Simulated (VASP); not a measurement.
# NaI (F-43m) in VASP: notebook

NaI is run at these levels: PBE, LDA; tasks: single point.

Program: VASP 6.6.1. These are calculated values, not measurements. Logs are shortened: lines on timing, memory, paths and dates and some standing lists are left out, and cuts for length are marked.

## 1. The cell of the first run

It takes space group F-43m (No. 216, cubic). Conventional cell: a = 7.086 Å, b = 7.086 Å, c = 7.086 Å, α = 90.00°, β = 90.00°, γ = 90.00°. Na (site symmetry -43m) has 4 I at 3.07 Å within 4.0 Å. Within 4.0 Å of I (site symmetry -43m) lie 4 Na at 3.07 Å.

## 2. Single point, PBE

INCAR reads:

```
PREC = Accurate
ENCUT = 520
EDIFF = 1E-6
ISMEAR = 0
SIGMA = 0.01
LREAL = F
LASPH = T
NELM = 60
ALGO = Normal
ISIF = 2
LWAVE = F
LCHARG = F
GGA = PE
NBANDS = 14
```

KPOINTS reads:

```
Automatic mesh
0
Gamma
  4 4 4
```

POSCAR reads:

```
NaI
1.0
    0.0000000000      3.5431926705      3.5431926705
    3.5431926705      0.0000000000      3.5431926705
    3.5431926705      3.5431926705      0.0000000000
Na I
1 1
Direct
    0.0000000000      0.0000000000      0.0000000000
    0.2500000000      0.2500000000      0.2500000000
```

Potentials or basis: VASP PAW PBE potentials, release 64 (Na_pv, I).

The run is started by

```sh
cat potpaw_PBE.64/Na_pv/POTCAR potpaw_PBE.64/I/POTCAR > POTCAR
mpirun -np 1 vasp_std > vasp.out
```

OUTCAR:

```text
PREC = Accurate
   ENCUT = 520
   EDIFF = 1E-6
   ISMEAR = 0
   LREAL = F
   LASPH = T
   NELM = 60
   ISIF = 2
   GGA = PE

 ion  position               nearest neighbor table
   1  0.000  0.000  0.000-   2 3.07   2 3.07   2 3.07   2 3.07
   2  0.250  0.250  0.250-   1 3.07   1 3.07   1 3.07   1 3.07

  LATTYP: Found a face centered cubic cell.
 ALAT       =     7.0863853410

  Lattice vectors:

 A1 = (   0.0000000000,   3.5431926705,   3.5431926705)
 A2 = (   3.5431926705,   0.0000000000,   3.5431926705)
 A3 = (   3.5431926705,   3.5431926705,   0.0000000000)

Analysis of symmetry for initial positions (statically):
=====================================================================
 Subroutine PRICEL returns:
 Original cell was already a primitive cell.

 Routine SETGRP: Setting up the symmetry group for a
 face centered cubic supercell.

 Subroutine GETGRP returns: Found 24 space group operations
 (whereof 24 operations were pure point group operations)
 out of a pool of 48 trial point group operations.

The static configuration has the point symmetry T_d .

Analysis of symmetry for dynamics (positions and initial velocities):
=====================================================================
 Subroutine PRICEL returns:
 Original cell was already a primitive cell.

 Routine SETGRP: Setting up the symmetry group for a
 face centered cubic supercell.

 Subroutine GETGRP returns: Found 24 space group operations
 (whereof 24 operations were pure point group operations)
 out of a pool of 48 trial point group operations.

The dynamic configuration has the point symmetry T_d .

 Subroutine INISYM returns: Found 24 space group operations
 (whereof 24 operations are pure point group operations),
 and found     1 'primitive' translations

----------------------------------------------------------------------------------------

                                     Primitive cell

  volume of cell :      88.9640

  direct lattice vectors                    reciprocal lattice vectors
     0.000000000  3.543192670  3.543192670    -0.141115668  0.141115668  0.141115668
     3.543192670  0.000000000  3.543192670     0.141115668 -0.141115668  0.141115668
     3.543192670  3.543192670  0.000000000     0.141115668  0.141115668 -0.141115668

  length of vectors
     5.010831129  5.010831129  5.010831129     0.244419506  0.244419506  0.244419506

  position of ions in fractional coordinates (direct lattice)
     0.000000000  0.000000000  0.000000000
     0.250000000  0.250000000  0.250000000

  ion indices of the primitive-cell ions
   primitive index   ion index
                 1           1
                 2           2

----------------------------------------------------------------------------------------

 KPOINTS: Automatic mesh

Automatic generation of k-mesh.
 Grid dimensions read from file:
 generate k-points for:    4    4    4

 Generating k-lattice:

  Cartesian coordinates                     Fractional coordinates (reciprocal lattice)
    -0.035278917  0.035278917  0.035278917     0.250000000  0.000000000  0.000000000
     0.035278917 -0.035278917  0.035278917     0.000000000  0.250000000  0.000000000
     0.035278917  0.035278917 -0.035278917     0.000000000  0.000000000  0.250000000

  Length of vectors
     0.061104877  0.061104877  0.061104877

  Shift w.r.t. Gamma in fractional coordinates (k-lattice)
     0.000000000  0.000000000  0.000000000

 Subroutine IBZKPT returns following result:
 ===========================================

 Found      8 irreducible k-points:

 Following reciprocal coordinates:
            Coordinates               Weight
  0.000000  0.000000  0.000000      1.000000
  0.250000  0.000000  0.000000      8.000000
  0.500000  0.000000  0.000000      4.000000
  0.250000  0.250000  0.000000      6.000000
  0.500000  0.250000  0.000000     24.000000
 -0.250000  0.250000  0.000000     12.000000
  0.500000  0.500000  0.000000      3.000000
 -0.250000  0.500000  0.250000      6.000000
   k-points           NKPTS =      8   k-points in BZ     NKDIM =      8   number of bands    NBANDS=     14
   number of dos      NEDOS =    301   number of ions     NIONS =      2
   total plane-waves  NPLWV =  64000
   dimension x,y,z NGX =    40 NGY =   40 NGZ =   40
   dimension x,y,z NGXF=    80 NGYF=   80 NGZF=   80
   ions per type =               1   1
   NGX,Y,Z   is equivalent  to a cutoff of  13.27, 13.27, 13.27 a.u.
   NGXF,Y,Z  is equivalent  to a cutoff of  26.54, 26.54, 26.54 a.u.
 SYSTEM =  unknown system
   PREC   = accura    normal or accurate (medium, high low for compatibility)
   ISTART =      0    job   : 0-new  1-cont  2-samecut
   ICHARG =      2    charge: 1-file 2-atom 10-const
   ISPIN  =      1    spin polarized calculation?
   LNONCOLLINEAR =      F non collinear calculations
   LSORBIT =      F    spin-orbit coupling
   LASPH  =      T    aspherical Exc in radial PAW
   ENCUT  =  520.0 eV  38.22 Ry    6.18 a.u.   9.32  9.32  9.32*2*pi/ulx,y,z
   NELM   =     60;   NELMIN=  2; NELMDL= -5     # of ELM steps
   EDIFF  = 0.1E-05   stopping-criterion for ELM
   LREAL  =      F    real-space projection
   EDIFFG = 0.1E-04   stopping-criterion for IOM
   NSW    =      0    number of steps for IOM
   IBRION =     -1    ionic relax: 0-MD 1-quasi-New 2-CG
   NFREE  =      0    steps in history (QN), initial steepest desc. (CG)
   ISIF   =      2    stress and relaxation
   ISYM   =      2    0-nonsym 1-usesym 2-fastsym
   POTIM  = 0.5000    time-step for ionic-motion
   TEBEG  =    0.0;   TEEND  =   0.0 temperature during run
   PSTRESS=    0.0 pullay stress
   NELECT =      14.0000    total number of electrons
   NUPDOWN=      -1.0000    fix difference up-down
   EMIN   =  10.00;   EMAX   =-10.00  energy-range for DOS
   EFERMI =   0.00;   METHOD = LEGACY
   ISMEAR =     0;   SIGMA  =   0.01  broadening in eV -4-tet -1-fermi 0-gaus
   EFERMI_NEDOS =   21; number of points for ismear=-14 and -15
   IALGO  =     38    algorithm
   IMIX   =      4    mixing-type and parameters
     AMIX     =   0.40;   BMIX     =  1.00
     AMIX_MAG =   1.60;   BMIX_MAG =  1.00
  volume/ion in A,a.u.               =      44.48       300.18
  Fermi-wavevector in a.u.,A,eV,Ry     =   0.883852  1.670238 10.628788  0.781194
  Thomas-Fermi vector in A             =   2.004673
   LORBIT       =      0    0 simple, 1 ext, 2 COOP (PROOUT), +10 PAW based schemes
   GGA     = PE    functional components
   LHFCALC =     F    Hartree Fock is set to
   AEXX    =    0.0000 exact exchange contribution
   IVDW    =     0    specifies the selected vdW correction
   LEPSILON=     F    determine dielectric tensor
   LRPA    =     F    only Hartree local field effects (RPA)
 non-spin polarized calculation
 Gauss-broadening in eV      SIGMA  =   0.01
  energy-cutoff  :      520.00
  volume of cell :       88.96
 maximum number of plane-waves:      2421
 NGX is ok and might be reduce to    40
   NGX = 19   NGY = 19   NGZ = 19

 number of electron      14.0000001 magnetization

 Free energy of the ion-electron system (eV)
  ---------------------------------------------------
  ext. energy  EPLUGINS =         0.00000000
  ---------------------------------------------------
  free energy    TOTEN  =        -5.28913640 eV

  energy without entropy =       -5.28913640  energy(sigma->0) =       -5.28913640

 E-fermi :  -1.0547     XC(G=0):  -6.4604

 val. band max:       -1.1083823725   @ k =   0.0000   0.0000   0.0000
 cond. band min:       2.7131361175   @ k =   0.0000   0.0000   0.0000
 fundamental gap:      3.8215184900
 Fermi energy:        -1.0547436073

 k-point     1 :       0.0000    0.0000    0.0000
  band No.  band energies     occupation
      1     -23.1988      2.00000
      2     -23.1988      2.00000
      3     -23.1988      2.00000
      4     -11.5408      2.00000
      5      -1.1084      2.00000
      6      -1.1084      2.00000
      7      -1.1084      2.00000
      8       2.7131      0.00000
      9       6.7901      0.00000
     10       6.7901      0.00000
     11       6.7901      0.00000
     12       8.5614      0.00000
     13       8.5614      0.00000
     14       9.8643      0.00000

 k-point     2 :       0.2500    0.0000    0.0000
  band No.  band energies     occupation
      1     -23.2001      2.00000
      2     -23.1990      2.00000
      3     -23.1990      2.00000
      4     -11.4772      2.00000
      5      -1.8109      2.00000
      6      -1.1765      2.00000
      7      -1.1765      2.00000
      8       3.7673      0.00000
      9       6.2835      0.00000
     10       6.9018      0.00000
     11       6.9018      0.00000
     12       8.2850      0.00000
     13       8.2850      0.00000
     14       9.2875      0.00000

 k-point     3 :       0.5000    0.0000    0.0000
  band No.  band energies     occupation
      1     -23.2014      2.00000
      2     -23.1992      2.00000
      3     -23.1991      2.00000
      4     -11.4114      2.00000
      5      -2.3308      2.00000
      6      -1.2412      2.00000
      7      -1.2412      2.00000
      8       4.3026      0.00000
      9       6.5558      0.00000
     10       6.5558      0.00000
     11       6.6110      0.00000
     12       9.4274      0.00000
     13      10.1222      0.00000
     14      10.1222      0.00000
[... 52 lines left out ...]
 k-point     7 :       0.5000    0.5000    0.0000
  band No.  band energies     occupation
      1     -23.2016      2.00000
      2     -23.1996      2.00000
      3     -23.1996      2.00000
      4     -11.3694      2.00000
      5      -2.2405      2.00000
      6      -1.5055      2.00000
      7      -1.5055      2.00000
      8       4.0786      0.00000
      9       5.0843      0.00000
     10       7.9181      0.00000
     11       9.3329      0.00000
     12       9.3329      0.00000
     13      10.4677      0.00000
     14      10.6500      0.00000

 k-point     8 :      -0.2500    0.5000    0.2500
  band No.  band energies     occupation
      1     -23.2013      2.00000
      2     -23.1999      2.00000
      3     -23.1996      2.00000
      4     -11.3689      2.00000
      5      -1.9742      2.00000
      6      -1.8377      2.00000
      7      -1.5578      2.00000
      8       4.9615      0.00000
      9       6.1627      0.00000
     10       6.4876      0.00000
     11       6.7757      0.00000
     12       9.6706      0.00000
     13      10.1781      0.00000
     14      10.6417      0.00000

------------------------ aborting loop because EDIFF is reached ----------------------------------------

  FORCE on cell =-STRESS in cart. coord.  units (eV):
  Direction    XX          YY          ZZ          XY          YZ          ZX
  --------------------------------------------------------------------------------------
  -------------------------------------------------------------------------------------
  Total        0.2162341      0.2162341      0.2162341      0.0000000      0.0000000     -0.0000000
  in kB        3.8942203      3.8942203      3.8942203      0.0000000      0.0000000     -0.0000000
  external PRESSURE =       3.8942203 kB  Pullay stress =       0.0000000 kB

 VOLUME and BASIS-vectors are now :
 -----------------------------------------------------------------------------
  energy-cutoff  :      520.00
  volume of cell :       88.96
      direct lattice vectors                 reciprocal lattice vectors
     0.000000000  3.543192670  3.543192670    -0.141115668  0.141115668  0.141115668
     3.543192670  0.000000000  3.543192670     0.141115668 -0.141115668  0.141115668
     3.543192670  3.543192670  0.000000000     0.141115668  0.141115668 -0.141115668

 POSITION                                       TOTAL-FORCE (eV/Angst)
 -----------------------------------------------------------------------------------
      0.00000      0.00000      0.00000         0.000000      0.000000      0.000000
      1.77160      1.77160      1.77160        -0.000000     -0.000000     -0.000000
 -----------------------------------------------------------------------------------
    total drift:                                0.000001      0.000001      0.000001

  FREE ENERGIE OF THE ION-ELECTRON SYSTEM (eV)
  ---------------------------------------------------
  free  energy   TOTEN  =        -5.2891364021 eV

  energy  without entropy=       -5.2891364021  energy(sigma->0) =       -5.28913640
```

Wall time 9.9 s (1 thread of AMD EPYC 7R13 (Zen 3), shared host); peak memory 0.2 GiB.

Results:

```yaml
Free_energy: -5.2891 eV
Pressure: 0.4 GPa
Band_gap_on_the_k_mesh: 3.82 eV, direct
```

Caveat: spin-orbit coupling is left out, which moves the levels of the heavy elements.

## 3. Single point, LDA

This run uses another cell than the first one, of 40.96 Å³/atom, 0.921 times its volume.

INCAR reads:

```
SYSTEM = NaI
PREC = Accurate ; ENCUT = 520
EDIFF = 1E-6 ; ISMEAR = -1
SIGMA = 0.02 ; LREAL = .FALSE.
LASPH = .TRUE. ; NELM = 80
ALGO = Normal ; ISIF = 2
LWAVE = .FALSE. ; LCHARG = .FALSE.
NBANDS = 14
```

KPOINTS reads:

```
Automatic mesh
0
G
  6 6 6
  0 0 0
```

POSCAR reads:

```
NaI
1.0
    0.0000000000      3.4471655056      3.4471655056
    3.4471655056      0.0000000000      3.4471655056
    3.4471655056      3.4471655056      0.0000000000
Na I
1 1
Direct
    0.0000000000      0.0000000000      0.0000000000
    0.2500000000      0.2500000000      0.2500000000
```

Potentials or basis: VASP PAW LDA potentials, release 64 (Na_pv, I).

The run is started by

```sh
cat potpaw_LDA.64/Na_pv/POTCAR potpaw_LDA.64/I/POTCAR > POTCAR
mpirun -np 1 vasp_std > vasp.out
```

Wall time 10 s (1 thread of AMD EPYC 7R13 (Zen 3), shared host); peak memory 0.15 GiB.

It converged, with:

```
Free energy            : -5.7867 eV
Pressure               : 0.0 GPa
Band gap on the k mesh : 3.63 eV, direct
```

Levels at points of the mesh, in eV from the valence-band top:
| k point | band 5 | band 6 | band 7 | band 8 | band 9 | band 10 |
| --- | --- | --- | --- | --- | --- | --- |
| (0.00, 0.00, 0.00) | 0.00 | 0.00 | 0.00 | 3.63 | 7.86 | 7.86 |
| (0.50, 0.00, 0.00) | -1.46 | -0.16 | -0.16 | 5.29 | 7.57 | 7.57 |
| (0.50, 0.50, 0.00) | -1.35 | -0.47 | -0.47 | 4.87 | 6.05 | 9.25 |

Caveat: spin-orbit coupling is left out, which moves the levels of the heavy elements.
